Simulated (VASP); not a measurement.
# SrO (I4/mmm) in VASP: notebook

Runs on SrO. Level: r2SCAN. Tasks: single point.

All numbers are computed with VASP 6.6.1; they aren't measurements. Logs are shortened: lines on timing, memory, paths and dates and some standing lists are left out, and cuts for length are marked.

### 1 The cell of the first run

The structure is tetragonal, space group I4/mmm (No. 139). Conventional cell: a = 3.543 Å, b = 3.543 Å, c = 5.268 Å, α = 90.00°, β = 90.00°, γ = 90.00°. Sr (site symmetry 4/mmm) has 6 O at 2.51 to 2.63 Å within 3.3 Å. Within 3.3 Å of O (site symmetry 4/mmm) lie 6 Sr at 2.51 to 2.63 Å.

### 2 Single point, r2SCAN (strain -0.025 along x and y, +0.025 along z)

File POSCAR:

```
SrO
1.0
    0.0000000000      2.5055550000      2.6340450000
    2.5055550000      0.0000000000      2.6340450000
    2.5055550000      2.5055550000      0.0000000000
Sr O
1 1
Direct
    0.0000000000      0.0000000000      0.0000000000
    0.5000000000      0.5000000000      0.5000000000
```

File INCAR.step1:

```
PREC = Accurate ; ENCUT = 520
ISMEAR = 0 ; SIGMA = 0.05
LREAL = F ; LASPH = T
NELM = 60 ; NBANDS = 15
GGA = PE ; ALGO = Normal
EDIFF = 1E-4 ; LWAVE = T
LCHARG = F
```

File INCAR.step2:

```
PREC = Accurate ; ENCUT = 520
EDIFF = 1E-7 ; ISMEAR = 0
SIGMA = 0.05 ; LREAL = F
LASPH = T ; NELM = 60
ALGO = Normal ; ISIF = 2
LWAVE = F ; LCHARG = F
METAGGA = R2SCAN ; LMIXTAU = T
NBANDS = 15 ; ISTART = 1
```

File KPOINTS:

```
Automatic mesh
0
Gamma
  8 8 8
```

Potentials or basis: VASP PAW PBE potentials, release 64 (Sr_sv, O).

Command:

```sh
cat potpaw_PBE.64/Sr_sv/POTCAR potpaw_PBE.64/O/POTCAR > POTCAR
cp INCAR.step1 INCAR
mpirun -np 1 vasp_std > vasp.out
cp INCAR.step2 INCAR
mpirun -np 1 vasp_std > vasp.out
```

OUTCAR:

```text
PREC = Accurate
   ENCUT = 520
   EDIFF = 1E-7
   ISMEAR = 0
   LREAL = F
   LASPH = T
   NELM = 60
   ISIF = 2
   METAGGA = R2SCAN
   ISTART = 1

 ion  position               nearest neighbor table
   1  0.000  0.000  0.000-   2 2.51   2 2.51   2 2.51   2 2.51   2 2.63   2 2.63
   2  0.500  0.500  0.500-   1 2.51   1 2.51   1 2.51   1 2.51   1 2.63   1 2.63

  LATTYP: Found a body centered tetragonal cell.
 ALAT       =     3.5433898623
 C/A-ratio  =     1.4867373348

  Lattice vectors:

 A1 = (  -2.5055550000,   0.0000000000,   2.6340450000)
 A2 = (   2.5055550000,   0.0000000000,   2.6340450000)
 A3 = (   0.0000000000,   2.5055550000,  -2.6340450000)

Analysis of symmetry for initial positions (statically):
=====================================================================
 Subroutine PRICEL returns:
 Original cell was already a primitive cell.

 Routine SETGRP: Setting up the symmetry group for a
 body centered tetragonal supercell.

 Subroutine GETGRP returns: Found 16 space group operations
 (whereof 16 operations were pure point group operations)
 out of a pool of 16 trial point group operations.

The static configuration has the point symmetry D_4h.

Analysis of symmetry for dynamics (positions and initial velocities):
=====================================================================
 Subroutine PRICEL returns:
 Original cell was already a primitive cell.

 Routine SETGRP: Setting up the symmetry group for a
 body centered tetragonal supercell.

 Subroutine GETGRP returns: Found 16 space group operations
 (whereof 16 operations were pure point group operations)
 out of a pool of 16 trial point group operations.

The dynamic configuration has the point symmetry D_4h.

 Subroutine INISYM returns: Found 16 space group operations
 (whereof 16 operations are pure point group operations),
 and found     1 'primitive' translations

----------------------------------------------------------------------------------------

                                     Primitive cell

  volume of cell :      33.0720

  direct lattice vectors                    reciprocal lattice vectors
     0.000000000  2.505555000  2.634045000    -0.199556585  0.199556585  0.189822118
     2.505555000  0.000000000  2.634045000     0.199556585 -0.199556585  0.189822118
     2.505555000  2.505555000  0.000000000     0.199556585  0.199556585 -0.189822118

  length of vectors
     3.635381537  3.635381537  3.543389862     0.340114830  0.340114830  0.340114830

  position of ions in fractional coordinates (direct lattice)
     0.000000000  0.000000000  0.000000000
     0.500000000  0.500000000  0.500000000

  ion indices of the primitive-cell ions
   primitive index   ion index
                 1           1
                 2           2

----------------------------------------------------------------------------------------

 KPOINTS: Automatic mesh

Automatic generation of k-mesh.
 Grid dimensions read from file:
 generate k-points for:    8    8    8

 Generating k-lattice:

  Cartesian coordinates                     Fractional coordinates (reciprocal lattice)
    -0.024944573  0.024944573  0.023727765     0.125000000  0.000000000  0.000000000
     0.024944573 -0.024944573  0.023727765     0.000000000  0.125000000  0.000000000
     0.024944573  0.024944573 -0.023727765     0.000000000  0.000000000  0.125000000

  Length of vectors
     0.042514354  0.042514354  0.042514354

  Shift w.r.t. Gamma in fractional coordinates (k-lattice)
     0.000000000  0.000000000  0.000000000

 Subroutine IBZKPT returns following result:
 ===========================================

 Found     59 irreducible k-points:

 Following reciprocal coordinates:
            Coordinates               Weight
  0.000000  0.000000  0.000000      1.000000
  0.125000  0.000000  0.000000      8.000000
  0.250000  0.000000  0.000000      8.000000
  0.375000  0.000000  0.000000      8.000000
  0.500000  0.000000  0.000000      4.000000
  0.125000  0.125000  0.000000      2.000000
[... 16 lines left out ...]
  0.250000  0.000000  0.125000     16.000000
  0.375000  0.000000  0.125000     16.000000
 [... further k-points ...]
   k-points           NKPTS =     59   k-points in BZ     NKDIM =     59   number of bands    NBANDS=     15
   number of dos      NEDOS =    301   number of ions     NIONS =      2
   total plane-waves  NPLWV =  21952
   dimension x,y,z NGX =    28 NGY =   28 NGZ =   28
   dimension x,y,z NGXF=    56 NGYF=   56 NGZF=   56
   ions per type =               1   1
   NGX,Y,Z   is equivalent  to a cutoff of  12.80, 12.80, 13.14 a.u.
   NGXF,Y,Z  is equivalent  to a cutoff of  25.61, 25.61, 26.27 a.u.
 SYSTEM =  unknown system
   PREC   = accura    normal or accurate (medium, high low for compatibility)
   ISTART =      1    job   : 0-new  1-cont  2-samecut
   ICHARG =      0    charge: 1-file 2-atom 10-const
   ISPIN  =      1    spin polarized calculation?
   LNONCOLLINEAR =      F non collinear calculations
   LSORBIT =      F    spin-orbit coupling
   LASPH  =      T    aspherical Exc in radial PAW
   ENCUT  =  520.0 eV  38.22 Ry    6.18 a.u.   6.76  6.76  6.59*2*pi/ulx,y,z
   NELM   =     60;   NELMIN=  2; NELMDL=  0     # of ELM steps
   EDIFF  = 0.1E-06   stopping-criterion for ELM
   LREAL  =      F    real-space projection
   EDIFFG = 0.1E-05   stopping-criterion for IOM
   NSW    =      0    number of steps for IOM
   IBRION =     -1    ionic relax: 0-MD 1-quasi-New 2-CG
   NFREE  =      0    steps in history (QN), initial steepest desc. (CG)
   ISIF   =      2    stress and relaxation
   ISYM   =      2    0-nonsym 1-usesym 2-fastsym
   POTIM  = 0.5000    time-step for ionic-motion
   TEBEG  =    0.0;   TEEND  =   0.0 temperature during run
   PSTRESS=    0.0 pullay stress
   NELECT =      16.0000    total number of electrons
   NUPDOWN=      -1.0000    fix difference up-down
   EMIN   =  10.00;   EMAX   =-10.00  energy-range for DOS
   EFERMI =   0.00;   METHOD = LEGACY
   ISMEAR =     0;   SIGMA  =   0.05  broadening in eV -4-tet -1-fermi 0-gaus
   EFERMI_NEDOS =   21; number of points for ismear=-14 and -15
   IALGO  =     38    algorithm
   IMIX   =      4    mixing-type and parameters
     AMIX     =   0.40;   BMIX     =  1.00
     AMIX_MAG =   1.60;   BMIX_MAG =  1.00
  volume/ion in A,a.u.               =      16.54       111.59
  Fermi-wavevector in a.u.,A,eV,Ry     =   1.285172  2.428622 22.472282  1.651666
  Thomas-Fermi vector in A             =   2.417322
   LORBIT       =      0    0 simple, 1 ext, 2 COOP (PROOUT), +10 PAW based schemes
   METAGGA = R2SCAN    functional components
   LHFCALC =     F    Hartree Fock is set to
   AEXX    =    0.0000 exact exchange contribution
   IVDW    =     0    specifies the selected vdW correction
   LEPSILON=     F    determine dielectric tensor
   LRPA    =     F    only Hartree local field effects (RPA)
 non-spin polarized calculation
 Gauss-broadening in eV      SIGMA  =   0.05
  energy-cutoff  :      520.00
  volume of cell :       33.07
 maximum number of plane-waves:       909
   NGX = 13   NGY = 13   NGZ = 13

 number of electron      15.9999997 magnetization

 Free energy of the ion-electron system (eV)
  ---------------------------------------------------
  ext. energy  EPLUGINS =         0.00000000
  ---------------------------------------------------
  free energy    TOTEN  =       -27.00689981 eV

  energy without entropy =      -27.00689981  energy(sigma->0) =      -27.00689981

 E-fermi :   1.7561     XC(G=0): -10.7236

 val. band max:        1.5354430204   @ k =   0.0000   0.0000   0.0000
 cond. band min:       5.1477265296   @ k =   0.5000   0.0000   0.5000
 fundamental gap:      3.6122835092
 Fermi energy:         1.7561481178

 k-point     1 :       0.0000    0.0000    0.0000
  band No.  band energies     occupation
      1     -31.8922      2.00000
      2     -14.5951      2.00000
      3     -12.9201      2.00000
      4     -12.8722      2.00000
      5     -12.8722      2.00000
      6       1.3565      2.00000
      7       1.5354      2.00000
      8       1.5354      2.00000
      9       6.2615      0.00000
     10       8.0671      0.00000
     11       8.4581      0.00000
     12       8.4581      0.00000
     13      10.4565      0.00000
     14      11.0531      0.00000
     15      14.9363      0.00000

 k-point     2 :       0.1250    0.0000    0.0000
  band No.  band energies     occupation
      1     -31.8692      2.00000
      2     -14.8961      2.00000
      3     -12.9318      2.00000
      4     -12.8773      2.00000
      5     -12.6315      2.00000
      6       1.0189      2.00000
      7       1.2439      2.00000
      8       1.3177      2.00000
      9       6.9461      0.00000
     10       8.1258      0.00000
     11       8.5755      0.00000
     12       8.7630      0.00000
     13      10.8862      0.00000
     14      11.5005      0.00000
     15      15.9895      0.00000

 k-point     3 :       0.2500    0.0000    0.0000
  band No.  band energies     occupation
      1     -31.8133      2.00000
      2     -15.4393      2.00000
      3     -12.9790      2.00000
      4     -12.8892      2.00000
      5     -12.2143      2.00000
      6       0.2150      2.00000
      7       0.7979      2.00000
      8       0.8454      2.00000
      9       8.1005      0.00000
     10       8.4982      0.00000
     11       9.4565      0.00000
     12       9.5976      0.00000
     13      11.9626      0.00000
     14      12.6074      0.00000
     15      18.0892      0.00000
[... 343 lines left out ...]
 k-point    23 :       0.2500    0.0000    0.1250
  band No.  band energies     occupation
      1     -31.8142      2.00000
      2     -15.3303      2.00000
      3     -13.0272      2.00000
      4     -12.9773      2.00000
      5     -12.2488      2.00000
      6       0.1891      2.00000
      7       1.0023      2.00000
      8       1.1918      2.00000
      9       7.3234      0.00000
     10       7.9407      0.00000
     11       9.7142      0.00000
     12       9.9719      0.00000
     13      11.4989      0.00000
     14      12.8703      0.00000
     15      18.1691      0.00000

 k-point    24 :       0.3750    0.0000    0.1250
  band No.  band energies     occupation
      1     -31.7581      2.00000
      2     -15.7030      2.00000
      3     -13.0753      2.00000
      4     -12.9905      2.00000
      5     -12.0758      2.00000
      6      -0.1850      2.00000
      7       0.5584      2.00000
      8       0.7629      2.00000
      9       7.6571      0.00000
     10       9.2495      0.00000
     11      10.7638      0.00000
     12      10.9601      0.00000
     13      12.8044      0.00000
     14      13.8031      0.00000
     15      18.4791      0.00000

 [... further k-points ...]
[... 5 lines left out ...]
  --------------------------------------------------------------------------------------
  -------------------------------------------------------------------------------------
  Total        1.6023190      1.6023190     -0.0682724      0.0000000      0.0000000      0.0000000
  in kB       77.6244409     77.6244409     -3.3074627      0.0000000      0.0000000      0.0000000
  external PRESSURE =      50.6471397 kB  Pullay stress =       0.0000000 kB

 VOLUME and BASIS-vectors are now :
 -----------------------------------------------------------------------------
  energy-cutoff  :      520.00
  volume of cell :       33.07
      direct lattice vectors                 reciprocal lattice vectors
     0.000000000  2.505555000  2.634045000    -0.199556585  0.199556585  0.189822118
     2.505555000  0.000000000  2.634045000     0.199556585 -0.199556585  0.189822118
     2.505555000  2.505555000  0.000000000     0.199556585  0.199556585 -0.189822118

 POSITION                                       TOTAL-FORCE (eV/Angst)
 -----------------------------------------------------------------------------------
      0.00000      0.00000      0.00000         0.000000      0.000000     -0.000000
      2.50556      2.50556      2.63404        -0.000000     -0.000000      0.000000
 -----------------------------------------------------------------------------------
    total drift:                                0.000000      0.000000      0.000000

  FREE ENERGIE OF THE ION-ELECTRON SYSTEM (eV)
  ---------------------------------------------------
  free  energy   TOTEN  =       -27.0068998054 eV

  energy  without entropy=      -27.0068998054  energy(sigma->0) =      -27.00689981
```

Run time: 3.7 min. Hardware: 1 thread of AMD EPYC 7R43 (Zen 3), shared host; peak memory 0.14 GiB.

Results:

| Quantity | Value |
| --- | --- |
| Free energy | -27.0069 eV |
| Pressure | 5.1 GPa |
| Band gap on the k mesh | 3.61 eV, indirect (least direct gap 3.65 eV) |

Stress tensor (GPa, compression positive):
```
 7.76  0.00  0.00
 0.00  7.76  0.00
 0.00  0.00 -0.33
```

Caveat: the cell differs from its parent crystal (strain -0.025 along x and y, +0.025 along z); the PAW data sets were made with another functional, which shifts forces and pressure a little. A k mesh can miss the band edges.

### 3 Single point, r2SCAN (strain +0.000 along x and y, +0.025 along z)

File POSCAR:

```
SrO
1.0
    0.0000000000      2.5698000000      2.6340450000
    2.5698000000      0.0000000000      2.6340450000
    2.5698000000      2.5698000000      0.0000000000
Sr O
1 1
Direct
    0.0000000000      0.0000000000      0.0000000000
    0.5000000000      0.5000000000      0.5000000000
```

File INCAR.step1:

```
SYSTEM = SrO
PREC = Accurate
ENCUT = 520
ISMEAR = 0
SIGMA = 0.05
LREAL = .FALSE.
LASPH = .TRUE.
NELM = 100
NBANDS = 15
GGA = PE
ALGO = Normal
EDIFF = 1E-4
LWAVE = .TRUE.
LCHARG = .FALSE.
```

File INCAR.step2:

```
SYSTEM = SrO
PREC = Accurate
ENCUT = 520
EDIFF = 1E-6
ISMEAR = 0
SIGMA = 0.05
LREAL = .FALSE.
LASPH = .TRUE.
NELM = 100
ALGO = Normal
ISIF = 2
LWAVE = .FALSE.
LCHARG = .FALSE.
METAGGA = R2SCAN
LMIXTAU = .TRUE.
NBANDS = 15
ISTART = 1
```

File KPOINTS:

```
Automatic mesh
0
G
  8 8 8
  0 0 0
```

Potentials or basis: VASP PAW PBE potentials, release 64 (Sr_sv, O).

Command:

```sh
cat potpaw_PBE.64/Sr_sv/POTCAR potpaw_PBE.64/O/POTCAR > POTCAR
cp INCAR.step1 INCAR
mpirun -np 1 vasp_std > vasp.out
cp INCAR.step2 INCAR
mpirun -np 1 vasp_std > vasp.out
```

It took 2.5 min on 1 thread of AMD EPYC 7R43 (Zen 3), shared host; peak memory 0.14 GiB.

It converged, with:

```yaml
Free_energy: -27.0502 eV
Pressure: -0.6 GPa
Band_gap_on_the_k_mesh: 3.70 eV, indirect (least direct gap 3.79 eV)
```

Stress tensor (GPa, compression positive):
```
 0.48  0.00  0.00
 0.00  0.48  0.00
 0.00  0.00 -2.63
```

Levels at points of the mesh, in eV from the valence-band top:
```tsv
k point	band 4	band 5	band 6	band 7	band 8	band 9	band 10	band 11	band 12	band 13
(0.00, 0.00, 0.00)	-14.62	-14.62	-0.08	0.00	0.00	4.44	6.58	6.76	6.76	8.82
(0.50, 0.00, 0.00)	-14.67	-13.61	-2.10	-1.12	-1.11	6.98	8.85	9.31	9.34	12.29
(0.50, 0.50, 0.00)	-14.93	-14.93	-0.59	-0.10	-0.10	3.79	8.32	10.76	10.80	11.49
(0.50, 0.00, 0.50)	-14.99	-14.97	-0.44	-0.19	-0.09	3.70	8.31	10.74	10.90	11.34
```

Caveat: the cell differs from its parent crystal (strain +0.000 along x and y, +0.025 along z); the PAW data sets were made with another functional, which shifts forces and pressure a little. A k mesh can miss the band edges.
